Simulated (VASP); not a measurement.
# Ta (Im-3m) in VASP: single point with PBE

Aim: the single point of Ta with PBE.

All numbers are computed with VASP 6.6.1; they aren't measurements. Logs are shortened: lines on timing, memory, paths and dates and some standing lists are left out, and cuts for length are marked.

### Step 1. The cell of the first run

The structure is cubic, space group Im-3m (No. 229). The conventional cell has a = 3.319 Å, b = 3.319 Å, c = 3.319 Å, α = 90.00°, β = 90.00°, γ = 90.00°. Ta (site symmetry m-3m) has 14 Ta at 2.87 to 3.32 Å within 3.8 Å.

### Step 2. Single point, PBE, non-collinear spin, zero start, spin-orbit coupling

INCAR

```
SYSTEM = Ta
ALGO = Normal
EDIFF = 1E-6
ENCUT = 520
GGA = PE
GGA_COMPAT = .False.
ISIF = 2
ISMEAR = -1
LASPH = .True.
LCHARG = .False.
LMAXMIX = 4
LNONCOLLINEAR = .True.
LORBIT = 11
LORBMOM = .True.
LREAL = .False.
LSORBIT = .True.
LWAVE = .False.
MAGMOM = 0 0 0
NBANDS = 22
NELM = 150
PREC = Accurate
SIGMA = 0.05
```

KPOINTS

```
k-points
0
Gamma
  17 17 17
  0 0 0
```

POSCAR

```
Ta
1.0
   -1.6594029257      1.6594029257      1.6594029257
    1.6594029257     -1.6594029257      1.6594029257
    1.6594029257      1.6594029257     -1.6594029257
Ta
1
Direct
    0.0000000000      0.0000000000      0.0000000000
```

Potentials or basis: VASP PAW PBE potentials, release 64 (Ta_pv).

Command:

```console
$ cat potpaw_PBE.64/Ta_pv/POTCAR > POTCAR
$ mpirun -np 1 vasp_ncl > vasp.out
```

OUTCAR:

```text
SYSTEM = Ta
   EDIFF = 1E-6
   ENCUT = 520
   GGA = PE
   ISIF = 2
   ISMEAR = -1
   LASPH = .True.
   LNONCOLLINEAR = .True.
   LORBIT = 11
   LREAL = .False.
   LSORBIT = .True.
   NELM = 150
   PREC = Accurate

 ion  position               nearest neighbor table
   1  0.000  0.000  0.000-

  LATTYP: Found a body centered cubic cell.
 ALAT       =     3.3188058514

  Lattice vectors:

 A1 = (  -1.6594029257,   1.6594029257,   1.6594029257)
 A2 = (   1.6594029257,  -1.6594029257,   1.6594029257)
 A3 = (   1.6594029257,   1.6594029257,  -1.6594029257)

Analysis of symmetry for initial positions (statically):
=====================================================================
 Subroutine PRICEL returns:
 Original cell was already a primitive cell.

 Routine SETGRP: Setting up the symmetry group for a
 body centered cubic supercell.

 Subroutine GETGRP returns: Found 48 space group operations
 (whereof 48 operations were pure point group operations)
 out of a pool of 48 trial point group operations.

The static configuration has the point symmetry O_h .

Analysis of symmetry for dynamics (positions and initial velocities):
=====================================================================
 Subroutine PRICEL returns:
 Original cell was already a primitive cell.

 Routine SETGRP: Setting up the symmetry group for a
 body centered cubic supercell.

 Subroutine GETGRP returns: Found 48 space group operations
 (whereof 48 operations were pure point group operations)
 out of a pool of 48 trial point group operations.

The dynamic configuration has the point symmetry O_h .

Analysis of structural, dynamic, and magnetic symmetry:
=====================================================================
 Subroutine PRICEL returns:
 Original cell was already a primitive cell.

 Routine SETGRP: Setting up the symmetry group for a
 body centered cubic supercell.

 Subroutine GETGRP returns: Found 48 space group operations
 (whereof 48 operations were pure point group operations)
 out of a pool of 48 trial point group operations.

The overall configuration has the point symmetry O_h .

 Subroutine INISYM returns: Found 48 space group operations
 (whereof 48 operations are pure point group operations),
 and found     1 'primitive' translations

----------------------------------------------------------------------------------------

                                     Primitive cell

  volume of cell :      18.2774

  direct lattice vectors                    reciprocal lattice vectors
    -1.659402926  1.659402926  1.659402926     0.000000000  0.301313197  0.301313197
     1.659402926 -1.659402926  1.659402926     0.301313197  0.000000000  0.301313197
     1.659402926  1.659402926 -1.659402926     0.301313197  0.301313197  0.000000000

  length of vectors
     2.874170178  2.874170178  2.874170178     0.426121209  0.426121209  0.426121209

  position of ions in fractional coordinates (direct lattice)
     0.000000000  0.000000000  0.000000000

  ion indices of the primitive-cell ions
   primitive index   ion index
                 1           1

----------------------------------------------------------------------------------------

 KPOINTS: k-points

Automatic generation of k-mesh.
 Grid dimensions read from file:
 generate k-points for:   17   17   17

 Generating k-lattice:

  Cartesian coordinates                     Fractional coordinates (reciprocal lattice)
     0.000000000  0.017724306  0.017724306     0.058823529  0.000000000  0.000000000
     0.017724306  0.000000000  0.017724306     0.000000000  0.058823529  0.000000000
     0.017724306  0.017724306  0.000000000     0.000000000  0.000000000  0.058823529

  Length of vectors
     0.025065953  0.025065953  0.025065953

[... 42 lines left out ...]
   NGXF,Y,Z  is equivalent  to a cutoff of  27.76, 27.76, 27.76 a.u.
 SYSTEM =  Ta
   PREC   = accura    normal or accurate (medium, high low for compatibility)
   ISTART =      0    job   : 0-new  1-cont  2-samecut
   ICHARG =      2    charge: 1-file 2-atom 10-const
   ISPIN  =      1    spin polarized calculation?
   LNONCOLLINEAR =      T non collinear calculations
   LSORBIT =      T    spin-orbit coupling
   LASPH  =      T    aspherical Exc in radial PAW
   ENCUT  =  520.0 eV  38.22 Ry    6.18 a.u.   5.34  5.34  5.34*2*pi/ulx,y,z
   NELM   =    150;   NELMIN=  2; NELMDL= -5     # of ELM steps
   EDIFF  = 0.1E-05   stopping-criterion for ELM
   LREAL  =      F    real-space projection
   EDIFFG = 0.1E-04   stopping-criterion for IOM
   NSW    =      0    number of steps for IOM
   IBRION =     -1    ionic relax: 0-MD 1-quasi-New 2-CG
   NFREE  =      0    steps in history (QN), initial steepest desc. (CG)
   ISIF   =      2    stress and relaxation
   ISYM   =      2    0-nonsym 1-usesym 2-fastsym
   POTIM  = 0.5000    time-step for ionic-motion
   TEBEG  =    0.0;   TEEND  =   0.0 temperature during run
   PSTRESS=    0.0 pullay stress
   NELECT =      11.0000    total number of electrons
   NUPDOWN=      -1.0000    fix difference up-down
   EMIN   =  10.00;   EMAX   =-10.00  energy-range for DOS
   EFERMI =   0.00;   METHOD = LEGACY
   ISMEAR =    -1;   SIGMA  =   0.05  broadening in eV -4-tet -1-fermi 0-gaus
   EFERMI_NEDOS =   21; number of points for ismear=-14 and -15
   IALGO  =     38    algorithm
   IMIX   =      4    mixing-type and parameters
     AMIX     =   0.40;   BMIX     =  1.00
     AMIX_MAG =   1.60;   BMIX_MAG =  1.00
  volume/ion in A,a.u.               =      18.28       123.34
  Fermi-wavevector in a.u.,A,eV,Ry     =   1.382188  2.611957 25.993175  1.910444
  Thomas-Fermi vector in A             =   2.506903
   LORBIT       =     11    0 simple, 1 ext, 2 COOP (PROOUT), +10 PAW based schemes
   GGA     = PE    functional components
   LHFCALC =     F    Hartree Fock is set to
   AEXX    =    0.0000 exact exchange contribution
   IVDW    =     0    specifies the selected vdW correction
   LEPSILON=     F    determine dielectric tensor
   LRPA    =     F    only Hartree local field effects (RPA)
  energy-cutoff  :      520.00
  volume of cell :       18.28
 maximum number of plane-waves:      1062
 NGX is ok and might be reduce to    24
   NGX = 11   NGY = 11   NGZ = 11

 number of electron      11.0000001 magnetization       0.0000000      0.0000000      0.0000000

 number of electron      11.0000001 magnetization      -0.0000000      0.0000000      0.0000000

 number of electron      11.0000001 magnetization       0.0000000     -0.0000000     -0.0000000

 Free energy of the ion-electron system (eV)
  ---------------------------------------------------
  ext. energy  EPLUGINS =         0.00000000
  ---------------------------------------------------
  free energy    TOTEN  =       -12.53214734 eV

  energy without entropy =      -12.52104631  energy(sigma->0) =      -12.52659683

 E-fermi :   5.3522     XC(G=0): -12.5430

 val. band max:        5.3409670473   @ k =  -0.4706  -0.4706   0.1765
 cond. band min:       5.3741944208   @ k =   0.1765   0.0588   0.0000
 fundamental gap:      0.0332273735
 Fermi energy:         5.3522213753

 k-point     1 :       0.0000    0.0000    0.0000
  band No.  band energies     occupation
      1     -33.2387      1.00000
      2     -33.2387      1.00000
      3     -25.1907      1.00000
      4     -25.1907      1.00000
      5     -25.1907      1.00000
      6     -25.1907      1.00000
[... 589 lines left out ...]
     21      20.0006      0.00000
     22      20.0006      0.00000

 [... further k-points ...]
[... 5 lines left out ...]
  --------------------------------------------------------------------------------------
  -------------------------------------------------------------------------------------
  Total       -0.0033421     -0.0033421     -0.0033421     -0.0000000     -0.0000000     -0.0000000
  in kB       -0.2929681     -0.2929681     -0.2929681     -0.0000000     -0.0000000     -0.0000000
  external PRESSURE =      -0.2929681 kB  Pullay stress =       0.0000000 kB

 VOLUME and BASIS-vectors are now :
 -----------------------------------------------------------------------------
  energy-cutoff  :      520.00
  volume of cell :       18.28
      direct lattice vectors                 reciprocal lattice vectors
    -1.659402926  1.659402926  1.659402926     0.000000000  0.301313197  0.301313197
     1.659402926 -1.659402926  1.659402926     0.301313197  0.000000000  0.301313197
     1.659402926  1.659402926 -1.659402926     0.301313197  0.301313197  0.000000000

 POSITION                                       TOTAL-FORCE (eV/Angst)
 -----------------------------------------------------------------------------------
      0.00000      0.00000      0.00000         0.000000      0.000000      0.000000
 -----------------------------------------------------------------------------------
    total drift:                                0.000000      0.000000      0.000000

  FREE ENERGIE OF THE ION-ELECTRON SYSTEM (eV)
  ---------------------------------------------------
  free  energy   TOTEN  =       -12.5321473441 eV

  energy  without entropy=      -12.5210463125  energy(sigma->0) =      -12.52659683

 orbital moment (x)

 # of ion     p       d       tot
 ----------------------------------------
  1         0.000   0.000   0.000
 ----------------------------------------
            0.000   0.000   0.000

 orbital moment (y)

 # of ion     p       d       tot
 ----------------------------------------
  1         0.000  -0.000  -0.000
 ----------------------------------------
            0.000  -0.000  -0.000

 orbital moment (z)

 # of ion     p       d       tot
 ----------------------------------------
  1         0.000   0.000   0.000
 ----------------------------------------
            0.000   0.000   0.000

 Spin-Orbit-Coupling matrix elements

 Ion:    1  E_soc:     -1.4128050
 l=   1
     0.0000000    -0.2141433    -0.2141433
    -0.2141433     0.0000000    -0.2141433
    -0.2141433    -0.2141433     0.0000000
 l=   2
     0.0000000    -0.0053437     0.0000000    -0.0053437    -0.0159805
    -0.0053437     0.0000000    -0.0119854    -0.0053437    -0.0039951
     0.0000000    -0.0119854     0.0000000    -0.0119854     0.0000000
    -0.0053437    -0.0053437    -0.0119854     0.0000000    -0.0039951
    -0.0159805    -0.0039951     0.0000000    -0.0039951     0.0000000
 l=   3
     0.0000000     0.0000000     0.0000000     0.0000000     0.0000000     0.0000000     0.0000000
     0.0000000     0.0000000     0.0000000     0.0000000     0.0000000     0.0000000     0.0000000
     0.0000000     0.0000000     0.0000000     0.0000000     0.0000000     0.0000000     0.0000000
     0.0000000     0.0000000     0.0000000     0.0000000     0.0000000     0.0000000     0.0000000
     0.0000000     0.0000000     0.0000000     0.0000000     0.0000000     0.0000000     0.0000000
     0.0000000     0.0000000     0.0000000     0.0000000     0.0000000     0.0000000     0.0000000
     0.0000000     0.0000000     0.0000000     0.0000000     0.0000000     0.0000000     0.0000000

 total charge

# of ion       s       p       d       tot
------------------------------------------
    1        0.368   6.164   2.386   8.918

 magnetization (x)

# of ion       s       p       d       tot
------------------------------------------
    1       -0.000   0.000   0.000   0.000

 magnetization (y)

# of ion       s       p       d       tot
------------------------------------------
    1       -0.000   0.000  -0.000  -0.000

 magnetization (z)

# of ion       s       p       d       tot
------------------------------------------
    1       -0.000   0.000  -0.000  -0.000
```

Wall time 2.2 min (1 thread of Intel Xeon Platinum 8259CL at 2.50GHz (Skylake/Cascade Lake), shared host); peak memory 0.26 GiB.

Results:

```yaml
Free_energy: -12.5321 eV
Pressure: 0.0 GPa
Net_moment: 0.00 μB per cell
Valence_electrons_inside_the_program's_atomic_spheres: Ta 8.92
```

Moments on the atoms (μB; x, y, z):
```
Ta  0.00 0.00 0.00
```
